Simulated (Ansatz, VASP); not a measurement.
# MgS: VASP beside Ansatz

```
Mg S
1.0
     0.00000    2.80978    2.80978
     2.80978    0.00000    2.80978
     2.80978    2.80978    0.00000
Mg S
1 1
Direct
  0.00000 0.00000 0.00000
  0.50000 0.50000 0.50000
```

Change from the starting cell: strain +0.080 along x and y, +0.080 along z, atoms carried along.

Alike in both runs: task single point; functional PBEsol; k mesh 8 × 8 × 8; occupations gaussian, width 0.05 eV; no spin polarisation.

```csv
,VASP,Ansatz
version,VASP 6.6.1,Ansatz 0.2.0
potentials or method,"VASP PAW PBE potentials, release 64 (Mg, S), cutoff 600 eV","scalar-relativistic, plane waves, PAW"
valence electrons in the cell,8,16
```

```csv
,VASP,Ansatz,Ansatz less VASP
gap on the k mesh at the Fermi level (eV),2.05,2.06,+0.008
least direct gap on the mesh (eV),2.05,2.06,+0.008
pressure (GPa),-11.7,-11.6,+0.16
```

VASP's potentials were made for PBE, not for PBEsol. VASP's potentials hold 8 valence electrons a cell and Ansatz's 16, so a difference there can come from the potentials and not from the codes.
